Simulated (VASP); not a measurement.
# ScAl4N (R3m) in VASP: notebook

Runs on ScAl4N. Level: PBE. Tasks: single point.

Program: VASP 6.6.1. These are calculated values, not measurements. Logs are shortened: lines on timing, memory, paths and dates and some standing lists are left out, and cuts for length are marked.

### 1 The cell of the first run

Symmetry: R3m, No. 160, trigonal system. Conventional cell: a = 5.369 Å, b = 5.369 Å, c = 11.902 Å, α = 90.00°, β = 90.00°, γ = 120.00°. Within 3.8 Å of Sc (site symmetry 3m) lie 13 Al at 2.89 to 3.28 Å and 4 N at 3.11 to 3.74 Å. Al (site symmetry m) has 1 N at 1.92 Å within 2.5 Å. Al (site symmetry 3m) has 9 Al at 2.84 to 3.11 Å and 4 Sc at 2.89 to 3.28 Å and 3 N at 3.36 Å within 3.7 Å. Within 2.5 Å of N (site symmetry 3m) lie 3 Al at 1.92 Å.

The cell was built from a structure type or drawn by symmetry, and may not be a known phase.

### 2 Single point, PBE, collinear spin, ferromagnetic start

INCAR reads:

```
ALGO = Normal
EDIFF = 1E-6
ENCUT = 520
GGA = PE
ISIF = 2
ISMEAR = 0
ISPIN = 2
LASPH = True
LCHARG = False
LMAXMIX = 4
LORBIT = 11
LREAL = False
LWAVE = False
MAGMOM = 0 0 0 0 0 1
NBANDS = 27
NELM = 150
PREC = Accurate
SIGMA = 0.1
```

KPOINTS reads:

```
k-points
0
Gamma
  6 6 6
```

POSCAR reads:

```
ScAl4N
1.0
    2.6845760450      1.5499407022      3.9673142631
   -2.6845760450      1.5499407022      3.9673142631
    0.0000000000     -3.0998814045      3.9673142631
Sc Al N
1 4 1
Direct
    0.0017652559      0.0017652559      0.0017652559
    0.3938054701      0.8852246711      0.3938054701
    0.3938054701      0.3938054701      0.8852246711
    0.8852246711      0.3938054701      0.3938054701
    0.7591074869      0.7591074869      0.7591074869
    0.3162916459      0.3162916459      0.3162916459
```

Potentials or basis: VASP PAW PBE potentials, release 64 (Sc_sv, Al, N).

Run with:

```bash
$ cat potpaw_PBE.64/Sc_sv/POTCAR potpaw_PBE.64/Al/POTCAR potpaw_PBE.64/N/POTCAR > POTCAR
$ mpirun -np 1 vasp_std > vasp.out
```

OUTCAR:

```text
EDIFF = 1E-6
   ENCUT = 520
   GGA = PE
   ISIF = 2
   ISMEAR = 0
   ISPIN = 2
   LASPH = True
   LORBIT = 11
   LREAL = False
   NELM = 150
   PREC = Accurate

 ion  position               nearest neighbor table
   1  0.002  0.002  0.002-   5 2.89   4 2.99   2 2.99   2 2.99   4 2.99   3 2.99   3 2.99   3 3.08
                             4 3.08   2 3.08   5 3.28   5 3.28   5 3.28
   2  0.394  0.885  0.394-   6 1.92   3 2.64   4 2.64   3 2.73   4 2.73   5 2.84   1 2.99   1 2.99
                             1 3.08   5 3.11   5 3.11
   3  0.394  0.394  0.885-   6 1.92   4 2.64   2 2.64   2 2.73   4 2.73   5 2.84   1 2.99   1 2.99
                             1 3.08   5 3.11   5 3.11
   4  0.885  0.394  0.394-   6 1.92   3 2.64   2 2.64   3 2.73   2 2.73   5 2.84   1 2.99   1 2.99
                             1 3.08   5 3.11   5 3.11
   5  0.759  0.759  0.759-   3 2.84   2 2.84   4 2.84   1 2.89   2 3.11   4 3.11   3 3.11   3 3.11
                             2 3.11   4 3.11   1 3.28   1 3.28   1 3.28
   6  0.316  0.316  0.316-   2 1.92   4 1.92   3 1.92

  LATTYP: Found a trigonal (rhomboedric) cell.
 ALAT       =     5.0347638658
 COS(alpha) =     0.4313785957

  Lattice vectors:

 A1 = (   2.6845760450,   1.5499407022,   3.9673142631)
 A2 = (  -2.6845760450,   1.5499407022,   3.9673142631)
 A3 = (   0.0000000000,  -3.0998814045,   3.9673142631)

Analysis of symmetry for initial positions (statically):
=====================================================================
 Subroutine PRICEL returns:
 Original cell was already a primitive cell.

 Routine SETGRP: Setting up the symmetry group for a
 trigonal (rhombohedral) supercell.

 Subroutine GETGRP returns: Found  6 space group operations
 (whereof  6 operations were pure point group operations)
 out of a pool of 12 trial point group operations.

The static configuration has the point symmetry C_3v.

Analysis of symmetry for dynamics (positions and initial velocities):
=====================================================================
 Subroutine PRICEL returns:
 Original cell was already a primitive cell.

 Routine SETGRP: Setting up the symmetry group for a
 trigonal (rhombohedral) supercell.

 Subroutine GETGRP returns: Found  6 space group operations
 (whereof  6 operations were pure point group operations)
 out of a pool of 12 trial point group operations.

The dynamic configuration has the point symmetry C_3v.

Analysis of structural, dynamic, and magnetic symmetry:
=====================================================================
 Subroutine PRICEL returns:
 Original cell was already a primitive cell.

 Routine SETGRP: Setting up the symmetry group for a
 trigonal (rhombohedral) supercell.

 Subroutine GETGRP returns: Found  6 space group operations
 (whereof  6 operations were pure point group operations)
 out of a pool of 12 trial point group operations.

The overall configuration has the point symmetry C_3v.

 Subroutine INISYM returns: Found  6 space group operations
 (whereof  6 operations are pure point group operations),
 and found     1 'primitive' translations

----------------------------------------------------------------------------------------

                                     Primitive cell

  volume of cell :      99.0464

  direct lattice vectors                    reciprocal lattice vectors
     2.684576045  1.549940702  3.967314263     0.186249148  0.107530995  0.084019896
    -2.684576045  1.549940702  3.967314263    -0.186249148  0.107530995  0.084019896
     0.000000000 -3.099881405  3.967314263     0.000000000 -0.215061991  0.084019896

  length of vectors
     5.034763866  5.034763866  5.034763866     0.230891756  0.230891756  0.230891756

  position of ions in fractional coordinates (direct lattice)
     0.001765256  0.001765256  0.001765256
     0.393805470  0.885224671  0.393805470
     0.393805470  0.393805470  0.885224671
     0.885224671  0.393805470  0.393805470
     0.759107487  0.759107487  0.759107487
     0.316291646  0.316291646  0.316291646

  ion indices of the primitive-cell ions
   primitive index   ion index
                 1           1
                 2           2
                 3           3
                 4           4
                 5           5
                 6           6

----------------------------------------------------------------------------------------

 KPOINTS: k-points

Automatic generation of k-mesh.
 Grid dimensions read from file:
 generate k-points for:    6    6    6

 Generating k-lattice:

  Cartesian coordinates                     Fractional coordinates (reciprocal lattice)
     0.031041525  0.017921833  0.014003316     0.166666667  0.000000000  0.000000000
    -0.031041525  0.017921833  0.014003316     0.000000000  0.166666667  0.000000000
     0.000000000 -0.035843665  0.014003316     0.000000000  0.000000000  0.166666667

  Length of vectors
     0.038481959  0.038481959  0.038481959

  Shift w.r.t. Gamma in fractional coordinates (k-lattice)
     0.000000000  0.000000000  0.000000000

 Subroutine IBZKPT returns following result:
 ===========================================

 Found     32 irreducible k-points:

 Following reciprocal coordinates:
            Coordinates               Weight
  0.000000  0.000000  0.000000      1.000000
  0.166667 -0.000000 -0.000000      6.000000
  0.333333 -0.000000 -0.000000      6.000000
  0.500000 -0.000000  0.000000      3.000000
  0.166667  0.166667 -0.000000      6.000000
  0.333333  0.166667  0.000000     12.000000
[... 16 lines left out ...]
  0.500000  0.500000  0.166667      6.000000
 -0.333333  0.500000  0.166667     12.000000
 [... further k-points ...]
   k-points           NKPTS =     32   k-points in BZ     NKDIM =     32   number of bands    NBANDS=     27
   number of dos      NEDOS =    301   number of ions     NIONS =      6
   total plane-waves  NPLWV =  64000
   dimension x,y,z NGX =    40 NGY =   40 NGZ =   40
   dimension x,y,z NGXF=    80 NGYF=   80 NGZF=   80
   ions per type =               1   4   1
   NGX,Y,Z   is equivalent  to a cutoff of  13.21, 13.21, 13.21 a.u.
   NGXF,Y,Z  is equivalent  to a cutoff of  26.42, 26.42, 26.42 a.u.
 SYSTEM =  unknown system
   PREC   = accura    normal or accurate (medium, high low for compatibility)
   ISTART =      0    job   : 0-new  1-cont  2-samecut
   ICHARG =      2    charge: 1-file 2-atom 10-const
   ISPIN  =      2    spin polarized calculation?
   LNONCOLLINEAR =      F non collinear calculations
   LSORBIT =      F    spin-orbit coupling
   LASPH  =      T    aspherical Exc in radial PAW
   ENCUT  =  520.0 eV  38.22 Ry    6.18 a.u.   9.36  9.36  9.36*2*pi/ulx,y,z
   NELM   =    150;   NELMIN=  2; NELMDL= -5     # of ELM steps
   EDIFF  = 0.1E-05   stopping-criterion for ELM
   LREAL  =      F    real-space projection
   EDIFFG = 0.1E-04   stopping-criterion for IOM
   NSW    =      0    number of steps for IOM
   IBRION =     -1    ionic relax: 0-MD 1-quasi-New 2-CG
   NFREE  =      0    steps in history (QN), initial steepest desc. (CG)
   ISIF   =      2    stress and relaxation
   ISYM   =      2    0-nonsym 1-usesym 2-fastsym
   POTIM  = 0.5000    time-step for ionic-motion
   TEBEG  =    0.0;   TEEND  =   0.0 temperature during run
   PSTRESS=    0.0 pullay stress
   NELECT =      28.0000    total number of electrons
   NUPDOWN=      -1.0000    fix difference up-down
   EMIN   =  10.00;   EMAX   =-10.00  energy-range for DOS
   EFERMI =   0.00;   METHOD = LEGACY
   ISMEAR =     0;   SIGMA  =   0.10  broadening in eV -4-tet -1-fermi 0-gaus
   EFERMI_NEDOS =   21; number of points for ismear=-14 and -15
   IALGO  =     38    algorithm
   IMIX   =      4    mixing-type and parameters
     AMIX     =   0.40;   BMIX     =  1.00
     AMIX_MAG =   1.60;   BMIX_MAG =  1.00
  volume/ion in A,a.u.               =      16.51       111.40
  Fermi-wavevector in a.u.,A,eV,Ry     =   1.074438  2.030393 15.706792  1.154417
  Thomas-Fermi vector in A             =   2.210266
   LORBIT       =     11    0 simple, 1 ext, 2 COOP (PROOUT), +10 PAW based schemes
   GGA     = PE    functional components
   LHFCALC =     F    Hartree Fock is set to
   AEXX    =    0.0000 exact exchange contribution
   IVDW    =     0    specifies the selected vdW correction
   LEPSILON=     F    determine dielectric tensor
   LRPA    =     F    only Hartree local field effects (RPA)
 spin polarized calculation
 Gauss-broadening in eV      SIGMA  =   0.10
  energy-cutoff  :      520.00
  volume of cell :       99.05
 maximum number of plane-waves:      2686
 NGX is ok and might be reduce to    40
   NGX = 19   NGY = 19   NGZ = 19

 number of electron      28.0000001 magnetization       0.0001515

 number of electron      28.0000001 magnetization      -0.0000226

 Free energy of the ion-electron system (eV)
  ---------------------------------------------------
  ext. energy  EPLUGINS =         0.00000000
  ---------------------------------------------------
  free energy    TOTEN  =       -29.71157366 eV

  energy without entropy =      -29.69928548  energy(sigma->0) =      -29.70542957

 E-fermi :   6.4168     XC(G=0): -10.1318

 val. band max:        6.3778397094   @ k =  -0.1667   0.3333   0.1667
 cond. band min:       6.4675976578   @ k =   0.3333   0.3333  -0.0000
 fundamental gap:      0.0897579484
 Fermi energy:         6.4168330155

 spin component 1

 k-point     1 :       0.0000    0.0000    0.0000
  band No.  band energies     occupation
      1     -43.2719      1.00000
      2     -21.9290      1.00000
      3     -21.9290      1.00000
      4     -21.9213      1.00000
      5      -8.6774      1.00000
      6      -1.7694      1.00000
[... 18 lines left out ...]
     25      12.9106      0.00000
     26      12.9106      0.00000

 k-point     2 :       0.1667   -0.0000   -0.0000
  band No.  band energies     occupation
      1     -43.2719      1.00000
      2     -21.9297      1.00000
      3     -21.9290      1.00000
      4     -21.9217      1.00000
      5      -8.6495      1.00000
      6      -1.7874      1.00000
[... 18 lines left out ...]
     25      12.3314      0.00000
[... 608 lines left out ...]
     25      12.4054      0.00000
     26      12.9123      0.00000

 k-point    24 :      -0.3333    0.5000    0.1667
  band No.  band energies     occupation
      1     -43.2718      1.00000
      2     -21.9312      1.00000
      3     -21.9307      1.00000
      4     -21.9242      1.00000
      5      -8.5262      1.00000
      6      -1.1630      1.00000
[... 18 lines left out ...]
     25      12.4073      0.00000
     26      13.4425      0.00000

 [... further k-points ...]

 spin component 2

 k-point     1 :       0.0000    0.0000    0.0000
  band No.  band energies     occupation
      1     -43.2719      1.00000
      2     -21.9290      1.00000
      3     -21.9290      1.00000
      4     -21.9213      1.00000
      5      -8.6774      1.00000
      6      -1.7694      1.00000
[... 18 lines left out ...]
     25      12.9106      0.00000
     26      12.9106      0.00000

 k-point     2 :       0.1667   -0.0000   -0.0000
  band No.  band energies     occupation
      1     -43.2719      1.00000
      2     -21.9297      1.00000
      3     -21.9290      1.00000
      4     -21.9217      1.00000
      5      -8.6495      1.00000
      6      -1.7874      1.00000
[... 18 lines left out ...]
     25      12.3314      0.00000
[... 608 lines left out ...]
     25      12.4054      0.00000
     26      12.9123      0.00000

 k-point    24 :      -0.3333    0.5000    0.1667
  band No.  band energies     occupation
      1     -43.2718      1.00000
      2     -21.9312      1.00000
      3     -21.9307      1.00000
      4     -21.9242      1.00000
      5      -8.5262      1.00000
      6      -1.1630      1.00000
[... 18 lines left out ...]
     25      12.4073      0.00000
     26      13.4425      0.00000

 [... further k-points ...]

 [bands above 26 left out]

------------------------ aborting loop because EDIFF is reached ----------------------------------------

  FORCE on cell =-STRESS in cart. coord.  units (eV):
  Direction    XX          YY          ZZ          XY          YZ          ZX
  --------------------------------------------------------------------------------------
  -------------------------------------------------------------------------------------
  Total        0.0236247      0.0236247     -0.0210921     -0.0000000      0.0000000      0.0000000
  in kB        0.3821538      0.3821538     -0.3411867     -0.0000000      0.0000000      0.0000000
  external PRESSURE =       0.1410403 kB  Pullay stress =       0.0000000 kB

 VOLUME and BASIS-vectors are now :
 -----------------------------------------------------------------------------
  energy-cutoff  :      520.00
  volume of cell :       99.05
      direct lattice vectors                 reciprocal lattice vectors
     2.684576045  1.549940702  3.967314263     0.186249148  0.107530995  0.084019896
    -2.684576045  1.549940702  3.967314263    -0.186249148  0.107530995  0.084019896
     0.000000000 -3.099881405  3.967314263     0.000000000 -0.215061991  0.084019896

 POSITION                                       TOTAL-FORCE (eV/Angst)
 -----------------------------------------------------------------------------------
      0.00000     -0.00000      0.02101         0.000000     -0.000000      0.031767
     -1.31925      0.76167      6.63666        -0.001178      0.000680     -0.003865
      0.00000     -1.52334      6.63666         0.000000     -0.001360     -0.003865
      1.31925      0.76167      6.63666         0.001178      0.000680     -0.003865
      0.00000     -0.00000      9.03485         0.000000      0.000000     -0.017982
      0.00000     -0.00000      3.76449         0.000000      0.000000     -0.002189
 -----------------------------------------------------------------------------------
    total drift:                               -0.000000      0.000000     -0.000305

  FREE ENERGIE OF THE ION-ELECTRON SYSTEM (eV)
  ---------------------------------------------------
  free  energy   TOTEN  =       -29.7115736629 eV

  energy  without entropy=      -29.6992854804  energy(sigma->0) =      -29.70542957

 total charge

# of ion       s       p       d       tot
------------------------------------------
    1        2.212   6.105   1.088   9.406
    2        0.419   0.378   0.000   0.797
    3        0.419   0.378   0.000   0.797
    4        0.419   0.378   0.000   0.797
    5        0.447   0.303   0.000   0.749
    6        1.288   2.381   0.000   3.669
--------------------------------------------------
tot          5.204   9.923   1.088  16.215

 magnetization (x)

# of ion       s       p       d       tot
------------------------------------------
    1        0.000   0.000   0.000   0.000
    2       -0.000  -0.000   0.000  -0.000
    3       -0.000  -0.000   0.000  -0.000
    4       -0.000  -0.000   0.000  -0.000
    5       -0.000  -0.000   0.000  -0.000
    6        0.000   0.000   0.000   0.000
--------------------------------------------------
tot         -0.000   0.000   0.000   0.000
```

It took 1.9 min on 1 thread of Intel Xeon 6975P-C (Granite Rapids), shared host; peak memory 0.36 GiB.

What came out:

| Property | Result |
| --- | --- |
| Free energy | -29.7116 eV |
| Pressure | 0.0 GPa |
| Largest force | 0.032 eV/Å |
| Band gap on the k mesh | zero (filled and empty bands overlap) |
| Net moment | 0.00 μB per cell |
| Valence electrons inside the program's atomic spheres | Sc 9.41; Al 0.80, 0.75 (each value once); N 3.67 |

Forces in eV/Å, atoms in the order of the input:
```
Sc   0.000  0.000  0.032
Al  -0.001  0.001 -0.004
Al   0.000 -0.001 -0.004
Al   0.001  0.001 -0.004
Al   0.000  0.000 -0.018
N    0.000  0.000 -0.002
```

Levels at points of the mesh, in eV from the Fermi level:
Spin up:
```csv
k point,band 12,band 13,band 14,band 15,band 16,band 17
"(0.00, 0.00, 0.00)",-1.92,-1.09,-1.09,-0.93,0.52,0.52
"(0.50, 0.00, 0.00)",-2.35,-1.08,-0.60,0.36,0.94,1.46
"(0.50, 0.50, 0.00)",-1.29,-1.14,-0.38,0.66,1.07,1.16
"(0.50, 0.50, 0.50)",-2.91,-0.28,0.08,0.08,0.32,1.65
```
Spin down:
| k point | band 11 | band 12 | band 13 | band 14 | band 15 | band 16 | band 17 | band 18 |
| --- | --- | --- | --- | --- | --- | --- | --- | --- |
| (0.00, 0.00, 0.00) | -1.92 | -1.92 | -1.09 | -1.09 | -0.93 | 0.52 | 0.52 | 0.93 |
| (0.50, 0.00, 0.00) | -2.72 | -2.35 | -1.08 | -0.60 | 0.36 | 0.94 | 1.46 | 2.40 |
| (0.50, 0.50, 0.00) | -1.62 | -1.29 | -1.14 | -0.38 | 0.66 | 1.07 | 1.16 | 1.55 |
| (0.50, 0.50, 0.50) | -2.94 | -2.91 | -0.28 | 0.08 | 0.08 | 0.32 | 1.65 | 1.65 |

### 3 Single point, PBE

This run uses another cell than the first one, of 16.47 Å³/atom.

INCAR reads:

```
PREC     = Accurate       # precision mode
ENCUT    = 520            # plane-wave cutoff, eV
EDIFF    = 1E-7           # SCF threshold, eV
ISMEAR   = 0              # smearing method
SIGMA    = 0.1            # smearing width, eV
LREAL    = False          # projectors in reciprocal space
LASPH    = True           # aspherical terms in the spheres
NELM     = 80             # most SCF steps
ALGO     = Normal         # electronic algorithm
ISIF     = 2              # what is computed and relaxed
LWAVE    = False          # write WAVECAR
LCHARG   = True           # write CHGCAR
GGA      = PE             # functional
LELF     = True           # ELF
LVHAR    = True         
NBANDS   = 23             # bands
```

KPOINTS reads:

```
Automatic mesh
0
Gamma
  12 12 12
```

POSCAR reads:

```
ScAl4N
1.0
    2.6810484412      1.5479040392      3.9674993415
   -2.6810484412      1.5479040392      3.9674993415
    0.0000000000     -3.0958080784      3.9674993415
Sc Al N
1 4 1
Direct
    0.0024477553      0.0024477553      0.0024477553
    0.3929905812      0.8855192288      0.3929905812
    0.3929905812      0.3929905812      0.8855192288
    0.8855192288      0.3929905812      0.3929905812
    0.7591034347      0.7591034347      0.7591034347
    0.3169484189      0.3169484189      0.3169484189
```

Potentials or basis: VASP PAW PBE potentials, release 64 (Sc_sv, Al, N).

Run with:

```bash
$ cat potpaw_PBE.64/Sc_sv/POTCAR potpaw_PBE.64/Al/POTCAR potpaw_PBE.64/N/POTCAR > POTCAR
$ mpirun -np 1 vasp_std > vasp.out
```

It took 4.6 min on 1 thread of Intel Xeon 6975P-C (Granite Rapids), shared host; peak memory 0.55 GiB.

Results (log left out):

- Free energy: -29.7021 eV
- Pressure: 0.0 GPa
- Largest force: 0.009 eV/Å
- Band gap on the k mesh: zero (bands 14 and 15 overlap by 1.29 eV)

Forces in eV/Å, atoms in the order of the input:
```
Sc   0.000  0.000  0.007
Al   0.007 -0.004 -0.003
Al   0.000  0.008 -0.003
Al  -0.007 -0.004 -0.003
Al   0.000  0.000 -0.002
N    0.000  0.000  0.002
```

Levels at points of the mesh, in eV from the Fermi level:
| k point | band 12 | band 13 | band 14 | band 15 | band 16 | band 17 |
| --- | --- | --- | --- | --- | --- | --- |
| (0.00, 0.00, 0.00) | -1.94 | -1.13 | -1.13 | -0.96 | 0.49 | 0.49 |
| (0.50, 0.00, 0.00) | -2.38 | -1.09 | -0.61 | 0.33 | 0.92 | 1.45 |
| (0.50, 0.50, 0.00) | -1.32 | -1.14 | -0.40 | 0.62 | 1.06 | 1.15 |
| (0.50, 0.50, 0.50) | -2.94 | -0.30 | 0.04 | 0.04 | 0.27 | 1.65 |
